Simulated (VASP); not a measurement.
# Cu3N (Pm-3m) in VASP: single point with r2SCAN

Aim: the single point of Cu3N with r2SCAN.

Everything below comes from runs of VASP 6.6.1. Logs are shortened: lines on timing, memory, paths and dates and some standing lists are left out, and cuts for length are marked.

**1. The cell of the first run**

Symmetry: Pm-3m, No. 221, cubic system. The conventional cell has a = 3.789 Å, b = 3.789 Å, c = 3.789 Å, α = 90.00°, β = 90.00°, γ = 90.00°. Within 2.5 Å of Cu (site symmetry 4/mmm) lie 2 N at 1.89 Å. N (site symmetry m-3m) has 6 Cu at 1.89 Å within 2.5 Å.

**2. Single point, r2SCAN**

Input file POSCAR:

```
Cu3N
1.0
    3.7893700817      0.0000000000      0.0000000000
    0.0000000000      3.7893700817      0.0000000000
    0.0000000000      0.0000000000      3.7893700817
Cu N
3 1
Direct
    0.5000000000      0.0000000000      0.0000000000
    0.0000000000      0.5000000000      0.0000000000
    0.0000000000      0.0000000000      0.5000000000
    0.0000000000      0.0000000000      0.0000000000
```

Input file INCAR.step1:

```
SYSTEM = Cu3N
ALGO = Normal ; EDIFF = 1E-5
ENCUT = 660 ; GGA = PE
GGA_COMPAT = .FALSE. ; ISMEAR = -1
LASPH = .TRUE. ; LCHARG = .FALSE.
LREAL = .FALSE. ; LWAVE = .TRUE.
NBANDS = 27 ; NELM = 120
PREC = Accurate ; SIGMA = 0.02
```

Input file INCAR.step2:

```
SYSTEM = Cu3N
ALGO = Normal ; EDIFF = 1E-6
ENCUT = 660 ; GGA_COMPAT = .FALSE.
ISIF = 2 ; ISMEAR = -1
ISTART = 1 ; LASPH = .TRUE.
LCHARG = .FALSE. ; LMIXTAU = .TRUE.
LREAL = .FALSE. ; LWAVE = .FALSE.
METAGGA = R2SCAN ; NBANDS = 27
NELM = 120 ; PREC = Accurate
SIGMA = 0.02
```

Input file KPOINTS:

```
k-points
0
G
  6 6 6
  0 0 0
```

Potentials or basis: VASP PAW PBE potentials, release 64 (Cu, N).

Launch:

```sh
> cat potpaw_PBE.64/Cu/POTCAR potpaw_PBE.64/N/POTCAR > POTCAR
> cp INCAR.step1 INCAR
> mpirun -np 1 vasp_std > vasp.out
> cp INCAR.step2 INCAR
> mpirun -np 1 vasp_std > vasp.out
```

OUTCAR:

```text
SYSTEM = Cu3N
   EDIFF = 1E-6
   ENCUT = 660
   ISIF = 2
   ISMEAR = -1
   ISTART = 1
   LASPH = .TRUE.
   LREAL = .FALSE.
   METAGGA = R2SCAN
   NELM = 120
   PREC = Accurate

 ion  position               nearest neighbor table
   1  0.500  0.000  0.000-   4 1.89   4 1.89   2 2.68   3 2.68   2 2.68   2 2.68   3 2.68   3 2.68
                             3 2.68   2 2.68
   2  0.000  0.500  0.000-   4 1.89   4 1.89   1 2.68   3 2.68   1 2.68   3 2.68   3 2.68   3 2.68
                             1 2.68   1 2.68
   3  0.000  0.000  0.500-   4 1.89   4 1.89   1 2.68   1 2.68   2 2.68   2 2.68   2 2.68   2 2.68
                             1 2.68   1 2.68
   4  0.000  0.000  0.000-   1 1.89   2 1.89   3 1.89   3 1.89   2 1.89   1 1.89

  LATTYP: Found a simple cubic cell.
 ALAT       =     3.7893700817

  Lattice vectors:

 A1 = (   3.7893700817,   0.0000000000,   0.0000000000)
 A2 = (   0.0000000000,   3.7893700817,   0.0000000000)
 A3 = (   0.0000000000,   0.0000000000,   3.7893700817)

Analysis of symmetry for initial positions (statically):
=====================================================================
 Subroutine PRICEL returns:
 Original cell was already a primitive cell.

 Routine SETGRP: Setting up the symmetry group for a
 simple cubic supercell.

 Subroutine GETGRP returns: Found 48 space group operations
 (whereof 48 operations were pure point group operations)
 out of a pool of 48 trial point group operations.

The static configuration has the point symmetry O_h .

Analysis of symmetry for dynamics (positions and initial velocities):
=====================================================================
 Subroutine PRICEL returns:
 Original cell was already a primitive cell.

 Routine SETGRP: Setting up the symmetry group for a
 simple cubic supercell.

 Subroutine GETGRP returns: Found 48 space group operations
 (whereof 48 operations were pure point group operations)
 out of a pool of 48 trial point group operations.

The dynamic configuration has the point symmetry O_h .

 Subroutine INISYM returns: Found 48 space group operations
 (whereof 48 operations are pure point group operations),
 and found     1 'primitive' translations

----------------------------------------------------------------------------------------

                                     Primitive cell

  volume of cell :      54.4128

  direct lattice vectors                    reciprocal lattice vectors
     3.789370082  0.000000000  0.000000000     0.263896104  0.000000000  0.000000000
     0.000000000  3.789370082  0.000000000     0.000000000  0.263896104  0.000000000
     0.000000000  0.000000000  3.789370082     0.000000000  0.000000000  0.263896104

  length of vectors
     3.789370082  3.789370082  3.789370082     0.263896104  0.263896104  0.263896104

  position of ions in fractional coordinates (direct lattice)
     0.500000000  0.000000000  0.000000000
     0.000000000  0.500000000  0.000000000
     0.000000000  0.000000000  0.500000000
     0.000000000  0.000000000  0.000000000

  ion indices of the primitive-cell ions
   primitive index   ion index
                 1           1
                 2           2
                 3           3
                 4           4

----------------------------------------------------------------------------------------

 KPOINTS: k-points

Automatic generation of k-mesh.
 Grid dimensions read from file:
 generate k-points for:    6    6    6

 Generating k-lattice:

  Cartesian coordinates                     Fractional coordinates (reciprocal lattice)
     0.043982684  0.000000000  0.000000000     0.166666667  0.000000000  0.000000000
     0.000000000  0.043982684  0.000000000     0.000000000  0.166666667  0.000000000
     0.000000000  0.000000000  0.043982684     0.000000000  0.000000000  0.166666667

  Length of vectors
     0.043982684  0.043982684  0.043982684

  Shift w.r.t. Gamma in fractional coordinates (k-lattice)
     0.000000000  0.000000000  0.000000000

 Subroutine IBZKPT returns following result:
 ===========================================

 Found     20 irreducible k-points:

 Following reciprocal coordinates:
            Coordinates               Weight
  0.000000  0.000000  0.000000      1.000000
  0.166667  0.000000  0.000000      6.000000
  0.333333  0.000000  0.000000      6.000000
  0.500000  0.000000  0.000000      3.000000
  0.166667  0.166667  0.000000     12.000000
  0.333333  0.166667  0.000000     24.000000
[... 12 lines left out ...]
  0.500000  0.500000  0.333333      6.000000
  0.500000  0.500000  0.500000      1.000000
   k-points           NKPTS =     20   k-points in BZ     NKDIM =     20   number of bands    NBANDS=     27
   number of dos      NEDOS =    301   number of ions     NIONS =      4
   total plane-waves  NPLWV =  32768
   dimension x,y,z NGX =    32 NGY =   32 NGZ =   32
   dimension x,y,z NGXF=    64 NGYF=   64 NGZF=   64
   ions per type =               3   1
   NGX,Y,Z   is equivalent  to a cutoff of  14.04, 14.04, 14.04 a.u.
   NGXF,Y,Z  is equivalent  to a cutoff of  28.08, 28.08, 28.08 a.u.
 SYSTEM =  Cu3N
   PREC   = accura    normal or accurate (medium, high low for compatibility)
   ISTART =      1    job   : 0-new  1-cont  2-samecut
   ICHARG =      0    charge: 1-file 2-atom 10-const
   ISPIN  =      1    spin polarized calculation?
   LNONCOLLINEAR =      F non collinear calculations
   LSORBIT =      F    spin-orbit coupling
   LASPH  =      T    aspherical Exc in radial PAW
   ENCUT  =  660.0 eV  48.51 Ry    6.96 a.u.   7.94  7.94  7.94*2*pi/ulx,y,z
   NELM   =    120;   NELMIN=  2; NELMDL=  0     # of ELM steps
   EDIFF  = 0.1E-05   stopping-criterion for ELM
   LREAL  =      F    real-space projection
   EDIFFG = 0.1E-04   stopping-criterion for IOM
   NSW    =      0    number of steps for IOM
   IBRION =     -1    ionic relax: 0-MD 1-quasi-New 2-CG
   NFREE  =      0    steps in history (QN), initial steepest desc. (CG)
   ISIF   =      2    stress and relaxation
   ISYM   =      2    0-nonsym 1-usesym 2-fastsym
   POTIM  = 0.5000    time-step for ionic-motion
   TEBEG  =    0.0;   TEEND  =   0.0 temperature during run
   PSTRESS=    0.0 pullay stress
   NELECT =      38.0000    total number of electrons
   NUPDOWN=      -1.0000    fix difference up-down
   EMIN   =  10.00;   EMAX   =-10.00  energy-range for DOS
   EFERMI =   0.00;   METHOD = LEGACY
   ISMEAR =    -1;   SIGMA  =   0.02  broadening in eV -4-tet -1-fermi 0-gaus
   EFERMI_NEDOS =   21; number of points for ismear=-14 and -15
   IALGO  =     38    algorithm
   IMIX   =      4    mixing-type and parameters
     AMIX     =   0.40;   BMIX     =  1.00
     AMIX_MAG =   1.60;   BMIX_MAG =  1.00
  volume/ion in A,a.u.               =      13.60        91.80
  Fermi-wavevector in a.u.,A,eV,Ry     =   1.452454  2.744740 28.703152  2.109622
  Thomas-Fermi vector in A             =   2.569834
   LORBIT       =      0    0 simple, 1 ext, 2 COOP (PROOUT), +10 PAW based schemes
   METAGGA = R2SCAN    functional components
   LHFCALC =     F    Hartree Fock is set to
   AEXX    =    0.0000 exact exchange contribution
   IVDW    =     0    specifies the selected vdW correction
   LEPSILON=     F    determine dielectric tensor
   LRPA    =     F    only Hartree local field effects (RPA)
 non-spin polarized calculation
  energy-cutoff  :      660.00
  volume of cell :       54.41
 maximum number of plane-waves:      2176
 NGX is ok and might be reduce to    32
   NGX = 15   NGY = 15   NGZ = 15

 number of electron      37.9999970 magnetization

 Free energy of the ion-electron system (eV)
  ---------------------------------------------------
  ext. energy  EPLUGINS =         0.00000000
  ---------------------------------------------------
  free energy    TOTEN  =       -40.70950969 eV

  energy without entropy =      -40.70949412  energy(sigma->0) =      -40.70950190

 E-fermi :   5.1225     XC(G=0): -11.5445

 val. band max:        4.9974603779   @ k =   0.5000   0.5000   0.5000
 cond. band min:       5.2475376667   @ k =   0.5000   0.5000   0.0000
 fundamental gap:      0.2500772888
 Fermi energy:         5.1224950371

 k-point     1 :       0.0000    0.0000    0.0000
  band No.  band energies     occupation
      1     -12.9155      2.00000
      2      -0.4338      2.00000
      3      -0.0304      2.00000
      4      -0.0304      2.00000
      5      -0.0304      2.00000
      6       0.9208      2.00000
[... 19 lines left out ...]
     26      17.9337      0.00000
     27      17.9337      0.00000

 k-point     2 :       0.1667    0.0000    0.0000
  band No.  band energies     occupation
      1     -12.8163      2.00000
      2      -1.0722      2.00000
      3      -0.3082      2.00000
      4      -0.3082      2.00000
      5      -0.0643      2.00000
      6       0.9493      2.00000
[... 19 lines left out ...]
     26      16.4693      0.00000
     27      16.8129      0.00000

 k-point     3 :       0.3333    0.0000    0.0000
  band No.  band energies     occupation
      1     -12.6041      2.00000
      2      -2.2946      2.00000
      3      -0.6596      2.00000
      4      -0.6596      2.00000
      5       0.4734      2.00000
      6       1.0100      2.00000
[... 19 lines left out ...]
     26      15.4147      0.00000
     27      15.4207      0.00000

 k-point     4 :       0.5000    0.0000    0.0000
  band No.  band energies     occupation
      1     -12.4900      2.00000
      2      -2.8060      2.00000
      3      -0.7939      2.00000
      4      -0.7939      2.00000
      5       0.9640      2.00000
      6       1.0426      2.00000
[... 19 lines left out ...]
     26      14.8515      0.00000
     27      14.8515      0.00000
[... 396 lines left out ...]
      4      -2.6260      2.00000
      5       1.3311      2.00000
      6       1.7002      2.00000
[... 19 lines left out ...]
     26      13.7586      0.00000
     27      18.5739      0.00000

 k-point    19 :       0.5000    0.5000    0.3333
  band No.  band energies     occupation
      1     -11.7233      2.00000
      2      -3.0785      2.00000
      3      -3.0785      2.00000
      4      -2.7000      2.00000
      5       1.2654      2.00000
      6       1.8167      2.00000
[... 19 lines left out ...]
     26      13.6387      0.00000
     27      17.7217      0.00000

 k-point    20 :       0.5000    0.5000    0.5000
  band No.  band energies     occupation
      1     -11.6007      2.00000
      2      -3.1228      2.00000
      3      -3.1228      2.00000
      4      -3.1228      2.00000
      5       1.1838      2.00000
      6       1.8447      2.00000
[... 19 lines left out ...]
     26      13.6928      0.00000
     27      16.5441      0.00000

------------------------ aborting loop because EDIFF is reached ----------------------------------------

  FORCE on cell =-STRESS in cart. coord.  units (eV):
  Direction    XX          YY          ZZ          XY          YZ          ZX
  --------------------------------------------------------------------------------------
  -------------------------------------------------------------------------------------
  Total        0.2497273      0.2497273      0.2497273     -0.0000000      0.0000000     -0.0000000
  in kB        7.3531844      7.3531844      7.3531844     -0.0000000      0.0000000     -0.0000000
  external PRESSURE =       7.3531844 kB  Pullay stress =       0.0000000 kB

 VOLUME and BASIS-vectors are now :
 -----------------------------------------------------------------------------
  energy-cutoff  :      660.00
  volume of cell :       54.41
      direct lattice vectors                 reciprocal lattice vectors
     3.789370082  0.000000000  0.000000000     0.263896104  0.000000000  0.000000000
     0.000000000  3.789370082  0.000000000     0.000000000  0.263896104  0.000000000
     0.000000000  0.000000000  3.789370082     0.000000000  0.000000000  0.263896104

 POSITION                                       TOTAL-FORCE (eV/Angst)
 -----------------------------------------------------------------------------------
      1.89469      0.00000      0.00000         0.000000      0.000000      0.000000
      0.00000      1.89469      0.00000         0.000000      0.000000      0.000000
      0.00000      0.00000      1.89469         0.000000      0.000000      0.000000
      0.00000      0.00000      0.00000         0.000000      0.000000      0.000000
 -----------------------------------------------------------------------------------
    total drift:                                0.000000      0.000000     -0.000000

  FREE ENERGIE OF THE ION-ELECTRON SYSTEM (eV)
  ---------------------------------------------------
  free  energy   TOTEN  =       -40.7095096934 eV

  energy  without entropy=      -40.7094941158  energy(sigma->0) =      -40.70950190
```

It used 100 s of CPU time on 1 thread of AMD EPYC 7R13 Processor (Zen 3) (shared host).

Results:

```yaml
Free_energy: -40.7095 eV
Pressure: 0.7 GPa
Band_gap_on_the_k_mesh: 0.25 eV, indirect (least direct gap 0.86 eV)
```

Levels at points of the mesh, in eV from the valence-band top:
```csv
k point,band 17,band 18,band 19,band 20,band 21,band 22
"(0.00, 0.00, 0.00)",-1.98,-1.98,-1.91,1.20,5.72,5.72
"(0.50, 0.00, 0.00)",-1.98,-1.51,-1.51,1.85,3.56,7.38
"(0.50, 0.50, 0.00)",-1.14,-1.14,-0.75,0.25,4.02,5.19
"(0.50, 0.50, 0.50)",0.00,0.00,0.00,0.94,0.94,0.94
```

Caveat: the PAW data sets were made with another functional, which shifts forces and pressure a little.
